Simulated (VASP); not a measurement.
Here is a VASP 6.6.1 calculation.

INCAR

```
SYSTEM = PbS
ALGO = Normal ; EDIFF = 1E-6
ENCUT = 500 ; GGA = PS
GGA_COMPAT = .FALSE. ; ISIF = 2
ISMEAR = -1 ; LASPH = .TRUE.
LCHARG = .FALSE. ; LREAL = .FALSE.
LWAVE = .FALSE. ; NBANDS = 17
NELM = 120 ; PREC = Accurate
SIGMA = 0.1
```

File KPOINTS:

```
k-points
0
G
  7 7 7
  0 0 0
```

The input POSCAR:

```
PbS
1.0
    0.0000000000      2.9657500000      2.9657500000
    2.9657500000      0.0000000000      2.9657500000
    2.9657500000      2.9657500000      0.0000000000
Pb S
1 1
Direct
    0.0000000000      0.0000000000      0.0000000000
    0.5000000000      0.5000000000      0.5000000000
```

Potentials or basis: VASP PAW PBE potentials, release 64 (Pb_d, S).

Launch:

```console
$ cat potpaw_PBE.64/Pb_d/POTCAR potpaw_PBE.64/S/POTCAR > POTCAR
$ mpirun -np 1 vasp_std > vasp.out
```

**Question.** Predict the pressure.

**Answer.** -1.0 GPa.

Caveat: the PAW data sets were made with another functional, which shifts forces and pressure a little.
